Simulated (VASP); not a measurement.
# ZnF2 (P4_2/mnm) in VASP: further runs, part 2 of 2

VASP 6.6.1. Earlier steps stand in the parts before.

## (4) Single point, PBEsol

This run uses another cell than the first one: it holds 24 atoms, not 6.

File INCAR:

```
SYSTEM = ZnF2
PREC = Accurate ; ENCUT = 600
EDIFF = 1E-6 ; ISMEAR = 0
SIGMA = 0.02 ; LREAL = .FALSE.
LASPH = .TRUE. ; NELM = 120
ALGO = Normal ; ISIF = 2
LWAVE = .FALSE. ; LCHARG = .TRUE.
GGA = PS ; LELF = .TRUE.
LVHAR = .TRUE. ; NBANDS = 122
GGA_COMPAT = .FALSE.
```

File KPOINTS:

```
Automatic mesh
0
G
  2 2 2
  0 0 0
```

File POSCAR:

```
ZnF2
1.0
    4.7171583536      4.7171583536      0.0000000000
   -4.7171583536      4.7171583536      0.0000000000
    0.0000000000     -4.7171583536      6.2573005616
Zn F
8 16
Direct
    0.6250000000      0.1250000000      0.2500000000
    0.8750000000      0.3750000000      0.7500000000
    0.1250000000      0.6250000000      0.2500000000
    0.3750000000      0.8750000000      0.7500000000
    0.0000000000      0.0000000000      0.0000000000
    0.2500000000      0.2500000000      0.5000000000
    0.5000000000      0.5000000000      0.0000000000
    0.7500000000      0.7500000000      0.5000000000
    0.6961638944      0.0000000000      0.0000000000
    0.9461638944      0.2500000000      0.5000000000
    0.1961638944      0.5000000000      0.0000000000
    0.4461638944      0.7500000000      0.5000000000
    0.6250000000      0.8211638944      0.2500000000
    0.8750000000      0.0711638944      0.7500000000
    0.1250000000      0.3211638944      0.2500000000
    0.3750000000      0.5711638944      0.7500000000
    0.3038361056      0.0000000000      0.0000000000
    0.5538361056      0.2500000000      0.5000000000
    0.8038361056      0.5000000000      0.0000000000
    0.0538361056      0.7500000000      0.5000000000
    0.6250000000      0.4288361056      0.2500000000
    0.8750000000      0.6788361056      0.7500000000
    0.1250000000      0.9288361056      0.2500000000
    0.3750000000      0.1788361056      0.7500000000
```

Potentials or basis: VASP PAW PBE potentials, release 64 (Zn, F).

Started as:

```sh
> cat potpaw_PBE.64/Zn/POTCAR potpaw_PBE.64/F/POTCAR > POTCAR
> mpirun -np 1 vasp_std > vasp.out
```

OUTCAR:

```text
SYSTEM = ZnF2
   PREC = Accurate
   ENCUT = 600
   EDIFF = 1E-6
   ISMEAR = 0
   LREAL = .FALSE.
   LASPH = .TRUE.
   NELM = 120
   ISIF = 2
   GGA = PS

 ion  position               nearest neighbor table
   1  0.625  0.125  0.250-  13 2.03  21 2.03   9 2.04  17 2.04  18 2.04  10 2.04
   2  0.875  0.375  0.750-  14 2.03  22 2.03  10 2.04  18 2.04  19 2.04  11 2.04
   3  0.125  0.625  0.250-  15 2.03  23 2.03  11 2.04  19 2.04  20 2.04  12 2.04
   4  0.375  0.875  0.750-  16 2.03  24 2.03   9 2.04  17 2.04  20 2.04  12 2.04
   5  0.000  0.000  0.000-   9 2.03  17 2.03  15 2.04  14 2.04  22 2.04  23 2.04
   6  0.250  0.250  0.500-  10 2.03  18 2.03  16 2.04  15 2.04  23 2.04  24 2.04
   7  0.500  0.500  0.000-  11 2.03  19 2.03  16 2.04  13 2.04  21 2.04  24 2.04
   8  0.750  0.750  0.500-  12 2.03  20 2.03  14 2.04  13 2.04  21 2.04  22 2.04
   9  0.696  0.000  0.000-   5 2.03   4 2.04   1 2.04
  10  0.946  0.250  0.500-   6 2.03   2 2.04   1 2.04
  11  0.196  0.500  0.000-   7 2.03   3 2.04   2 2.04
  12  0.446  0.750  0.500-   8 2.03   4 2.04   3 2.04
  13  0.625  0.821  0.250-   1 2.03   7 2.04   8 2.04
  14  0.875  0.071  0.750-   2 2.03   5 2.04   8 2.04
[... 8 lines left out ...]
  23  0.125  0.929  0.250-   3 2.03   5 2.04   6 2.04
  24  0.375  0.179  0.750-   4 2.03   6 2.04   7 2.04

  LATTYP: Found a body centered tetragonal cell.
 ALAT       =     6.6710693195
 C/A-ratio  =     1.8759512941

  Lattice vectors:

 A1 = (   4.7171583536,   0.0000000000,  -6.2573005616)
 A2 = (  -4.7171583536,   0.0000000000,  -6.2573005616)
 A3 = (   0.0000000000,   4.7171583536,   6.2573005616)

Analysis of symmetry for initial positions (statically):
=====================================================================
 Subroutine PRICEL returns following result:

  LATTYP: Found a simple tetragonal cell.
 ALAT       =     4.7171583536
 C/A-ratio  =     0.6632489406

  Lattice vectors:

 A1 = (   0.0000000000,   4.7171583536,   0.0000000000)
 A2 = (  -4.7171583536,   0.0000000000,  -0.0000000000)
 A3 = (   0.0000000000,   0.0000000000,   3.1286502808)

   4 primitive cells build up your supercell.

 Routine SETGRP: Setting up the symmetry group for a
 body centered tetragonal supercell.

 Subroutine GETGRP returns: Found 16 space group operations
 (whereof  8 operations were pure point group operations)
 out of a pool of 16 trial point group operations.

The static configuration has the point symmetry D_2h.
 The point group associated with its full space group is D_4h.

Analysis of symmetry for dynamics (positions and initial velocities):
=====================================================================
 Subroutine PRICEL returns following result:

  LATTYP: Found a simple tetragonal cell.
 ALAT       =     4.7171583536
 C/A-ratio  =     0.6632489406

  Lattice vectors:

 A1 = (   0.0000000000,   4.7171583536,   0.0000000000)
 A2 = (  -4.7171583536,   0.0000000000,  -0.0000000000)
 A3 = (   0.0000000000,   0.0000000000,   3.1286502808)

   4 primitive cells build up your supercell.

 Routine SETGRP: Setting up the symmetry group for a
 body centered tetragonal supercell.

 Subroutine GETGRP returns: Found 16 space group operations
 (whereof  8 operations were pure point group operations)
 out of a pool of 16 trial point group operations.

The dynamic configuration has the point symmetry D_2h.
[... 65 lines left out ...]
  0.000000  0.000000  0.000000      1.000000
  0.500000  0.000000  0.000000      4.000000
  0.500000  0.500000  0.000000      2.000000
  0.000000  0.000000  0.500000      1.000000
   k-points           NKPTS =      4   k-points in BZ     NKDIM =      4   number of bands    NBANDS=    122
   number of dos      NEDOS =    301   number of ions     NIONS =     24
   total plane-waves  NPLWV = 186624
   dimension x,y,z NGX =    54 NGY =   54 NGZ =   64
   dimension x,y,z NGXF=   108 NGYF=  108 NGZF=  128
   ions per type =               8  16
   NGX,Y,Z   is equivalent  to a cutoff of  13.46, 13.46, 13.58 a.u.
   NGXF,Y,Z  is equivalent  to a cutoff of  26.91, 26.91, 27.16 a.u.
 SYSTEM =  ZnF2
   PREC   = accura    normal or accurate (medium, high low for compatibility)
   ISTART =      0    job   : 0-new  1-cont  2-samecut
   ICHARG =      2    charge: 1-file 2-atom 10-const
   ISPIN  =      1    spin polarized calculation?
   LNONCOLLINEAR =      F non collinear calculations
   LSORBIT =      F    spin-orbit coupling
   LASPH  =      T    aspherical Exc in radial PAW
   ENCUT  =  600.0 eV  44.10 Ry    6.64 a.u.  13.32 13.32 15.65*2*pi/ulx,y,z
   NELM   =    120;   NELMIN=  2; NELMDL= -5     # of ELM steps
   EDIFF  = 0.1E-05   stopping-criterion for ELM
   LREAL  =      F    real-space projection
   EDIFFG = 0.1E-04   stopping-criterion for IOM
   NSW    =      0    number of steps for IOM
   IBRION =     -1    ionic relax: 0-MD 1-quasi-New 2-CG
   NFREE  =      0    steps in history (QN), initial steepest desc. (CG)
   ISIF   =      2    stress and relaxation
   ISYM   =      2    0-nonsym 1-usesym 2-fastsym
   POTIM  = 0.5000    time-step for ionic-motion
   TEBEG  =    0.0;   TEEND  =   0.0 temperature during run
   PSTRESS=    0.0 pullay stress
   NELECT =     208.0000    total number of electrons
   NUPDOWN=      -1.0000    fix difference up-down
   EMIN   =  10.00;   EMAX   =-10.00  energy-range for DOS
   EFERMI =   0.00;   METHOD = LEGACY
   ISMEAR =     0;   SIGMA  =   0.02  broadening in eV -4-tet -1-fermi 0-gaus
   EFERMI_NEDOS =   21; number of points for ismear=-14 and -15
   IALGO  =     38    algorithm
   IMIX   =      4    mixing-type and parameters
     AMIX     =   0.40;   BMIX     =  1.00
     AMIX_MAG =   1.60;   BMIX_MAG =  1.00
  volume/ion in A,a.u.               =      11.60        78.30
  Fermi-wavevector in a.u.,A,eV,Ry     =   1.485377  2.806955 30.019136  2.206344
  Thomas-Fermi vector in A             =   2.598796
   LORBIT       =      0    0 simple, 1 ext, 2 COOP (PROOUT), +10 PAW based schemes
   GGA     = PS    functional components
   LHFCALC =     F    Hartree Fock is set to
   AEXX    =    0.0000 exact exchange contribution
   IVDW    =     0    specifies the selected vdW correction
   LEPSILON=     F    determine dielectric tensor
   LRPA    =     F    only Hartree local field effects (RPA)
 non-spin polarized calculation
 Gauss-broadening in eV      SIGMA  =   0.02
  energy-cutoff  :      600.00
  volume of cell :      278.47
 maximum number of plane-waves:      9306
 NGX is ok and might be reduce to    54

 number of electron     207.9999987 magnetization

 Free energy of the ion-electron system (eV)
  ---------------------------------------------------
  ext. energy  EPLUGINS =         0.00000000
  ---------------------------------------------------
  free energy    TOTEN  =       -98.87686640 eV

  energy without entropy =      -98.87686640  energy(sigma->0) =      -98.87686640

 E-fermi :  -1.1662     XC(G=0): -10.5305

 val. band max:       -1.2973218398   @ k =   0.0000   0.0000   0.0000
 cond. band min:       2.0722126167   @ k =   0.0000   0.0000   0.0000
 fundamental gap:      3.3695344565
 Fermi energy:        -1.1662321805

 k-point     1 :       0.0000    0.0000    0.0000
  band No.  band energies     occupation
      1     -23.0588      2.00000
      2     -22.5328      2.00000
      3     -22.5328      2.00000
      4     -22.5328      2.00000
      5     -22.5328      2.00000
      6     -22.4840      2.00000
[... 465 lines left out ...]
    115       9.6816      0.00000
    116       9.6816      0.00000
 [bands above 116 left out]

------------------------ aborting loop because EDIFF is reached ----------------------------------------

  FORCE on cell =-STRESS in cart. coord.  units (eV):
  Direction    XX          YY          ZZ          XY          YZ          ZX
  --------------------------------------------------------------------------------------
  -------------------------------------------------------------------------------------
  Total        0.7176389      0.7176389      1.2782979     -0.0000000      0.0000000      0.0000000
  in kB        4.1289406      4.1289406      7.3546964     -0.0000000      0.0000000      0.0000000
  external PRESSURE =       5.2041925 kB  Pullay stress =       0.0000000 kB

 VOLUME and BASIS-vectors are now :
 -----------------------------------------------------------------------------
  energy-cutoff  :      600.00
  volume of cell :      278.47
      direct lattice vectors                 reciprocal lattice vectors
     4.717158354  4.717158354  0.000000000     0.105996018  0.105996018  0.079906662
    -4.717158354  4.717158354  0.000000000    -0.105996018  0.105996018  0.079906662
     0.000000000 -4.717158354  6.257300562     0.000000000  0.000000000  0.159813324

 POSITION                                       TOTAL-FORCE (eV/Angst)
 -----------------------------------------------------------------------------------
      2.35858      2.35858      1.56433        -0.000000     -0.000000     -0.000000
      2.35858      2.35858      4.69298        -0.000000     -0.000000     -0.000000
     -2.35858      2.35858      1.56433        -0.000000     -0.000000     -0.000000
     -2.35858      2.35858      4.69298        -0.000000     -0.000000     -0.000000
      0.00000      0.00000      0.00000        -0.000000     -0.000000     -0.000000
      0.00000      0.00000      3.12865        -0.000000     -0.000000     -0.000000
[... 16 lines left out ...]
     -3.79182      3.79182      1.56433         0.010214     -0.010214      0.000000
      0.92534     -0.92534      4.69298         0.010214     -0.010214     -0.000000
 -----------------------------------------------------------------------------------
    total drift:                                0.000000      0.000000      0.000000

  FREE ENERGIE OF THE ION-ELECTRON SYSTEM (eV)
  ---------------------------------------------------
  free  energy   TOTEN  =       -98.8768663987 eV

  energy  without entropy=      -98.8768663987  energy(sigma->0) =      -98.87686640
```

Run time: 5.5 min. Hardware: 1 thread of Intel Xeon Platinum 8259CL at 2.50GHz (Skylake/Cascade Lake), shared host; peak memory 0.46 GiB.

What came out:

```yaml
Free_energy: -98.8769 eV
Pressure: 0.5 GPa
Largest_force: 0.014 eV/Å
Band_gap_on_the_k_mesh: 3.37 eV
```

Forces on the atoms (eV/Å):
```
Zn   0.000  0.000  0.000
Zn   0.000  0.000  0.000
Zn   0.000  0.000  0.000
Zn   0.000  0.000  0.000
Zn   0.000  0.000  0.000
Zn   0.000  0.000  0.000
Zn   0.000  0.000  0.000
Zn   0.000  0.000  0.000
F    0.010  0.010  0.000
F    0.010  0.010  0.000
F    0.010  0.010  0.000
F    0.010  0.010  0.000
F   -0.010  0.010  0.000
F   -0.010  0.010  0.000
F   -0.010  0.010  0.000
F   -0.010  0.010  0.000
F   -0.010 -0.010  0.000
F   -0.010 -0.010  0.000
F   -0.010 -0.010  0.000
F   -0.010 -0.010  0.000
F    0.010 -0.010  0.000
F    0.010 -0.010  0.000
F    0.010 -0.010  0.000
F    0.010 -0.010  0.000
```

Caveat: the k points lie up to 0.53 Å⁻¹ apart; the PAW data sets were made with another functional, which shifts forces and pressure a little.

## (5) Single point, PBEsol

This run uses another cell than the first one: it holds 24 atoms, not 6.

File INCAR:

```
ALGO = Normal
EDIFF = 1E-6
ENCUT = 600
GGA = PS
GGA_COMPAT = False
ISIF = 2
ISMEAR = 1
LASPH = True
LCHARG = False
LREAL = False
LWAVE = False
NBANDS = 122
NELM = 120
PREC = Accurate
SIGMA = 0.02
```

File KPOINTS:

```
k-points
0
Gamma
  2 2 2
```

POSCAR is that of step 4.

Started as:

```sh
> cat potpaw_PBE.64/Zn/POTCAR potpaw_PBE.64/F/POTCAR > POTCAR
> mpirun -np 1 vasp_std > vasp.out
```

It took 5.6 min on 1 thread of Intel Xeon Platinum 8259CL at 2.50GHz (Skylake/Cascade Lake), shared host; peak memory 0.46 GiB.

The run converged. Its results:

- Free energy: -98.8767 eV
- Pressure: 0.5 GPa
- Largest force: 0.014 eV/Å
- Band gap on the k mesh: 3.37 eV

Forces in eV/Å, atoms in the order of the input:
```
Zn   0.000  0.000  0.000
Zn   0.000  0.000  0.000
Zn   0.000  0.000  0.000
Zn   0.000  0.000  0.000
Zn   0.000  0.000  0.000
Zn   0.000  0.000  0.000
Zn   0.000  0.000  0.000
Zn   0.000  0.000  0.000
F    0.010  0.010  0.000
F    0.010  0.010  0.000
F    0.010  0.010  0.000
F    0.010  0.010  0.000
F   -0.010  0.010  0.000
F   -0.010  0.010  0.000
F   -0.010  0.010  0.000
F   -0.010  0.010  0.000
F   -0.010 -0.010  0.000
F   -0.010 -0.010  0.000
F   -0.010 -0.010  0.000
F   -0.010 -0.010  0.000
F    0.010 -0.010  0.000
F    0.010 -0.010  0.000
F    0.010 -0.010  0.000
F    0.010 -0.010  0.000
```

Stress tensor (GPa, compression positive):
```
0.41 0.00 0.00
0.00 0.41 0.00
0.00 0.00 0.74
```

Levels at points of the mesh, in eV from the valence-band top:
```tsv
k point	band 100	band 101	band 102	band 103	band 104	band 105	band 106	band 107	band 108	band 109
(0.00, 0.00, 0.00)	-0.70	-0.70	-0.31	-0.31	0.00	3.37	7.50	7.50	7.50	7.50
(0.50, 0.00, 0.00)	-0.46	-0.22	-0.22	-0.09	-0.09	5.28	5.28	7.31	7.31	7.87
(0.50, 0.50, 0.00)	-0.26	-0.26	-0.26	-0.04	-0.04	5.98	5.98	7.11	7.11	7.11
(0.00, 0.00, 0.50)	-0.81	-0.47	-0.47	-0.33	-0.33	5.21	5.21	6.92	6.92	7.99
```

Caveat: the k points lie up to 0.53 Å⁻¹ apart; the PAW data sets were made with another functional, which shifts forces and pressure a little.

## (6) The runs side by side

```tsv
cell	k mesh	smearing	gap on the mesh (eV)	pressure (GPa)	largest force (eV/Å)
a = 4.717, b = 4.717, c = 3.129 Å, 6 atoms, atomic positions A	6 × 6 × 8	gaussian 0.02 eV	3.37	0.5	0.01
a = 6.671, b = 6.671, c = 7.836 Å, angles 115.2, 115.2, 90.0°, 24 atoms, atomic positions B	2 × 2 × 2	gaussian 0.02 eV	3.37	0.5	0.01
a = 6.671, b = 6.671, c = 7.836 Å, angles 115.2, 115.2, 90.0°, 24 atoms, atomic positions B	2 × 2 × 2	methfessel-paxton 0.02 eV	3.37	0.5	0.01
```

Alike in all rows: task single point; level PBEsol; potentials or basis VASP PAW PBE potentials, release 64 (Zn, F); no spin polarisation; cutoff (eV) 600.

Caveats: some runs use coarse meshes; the PAW data sets were made with another functional, which shifts forces and pressure a little.

Absolute energies hang on the potentials; compare differences alone.
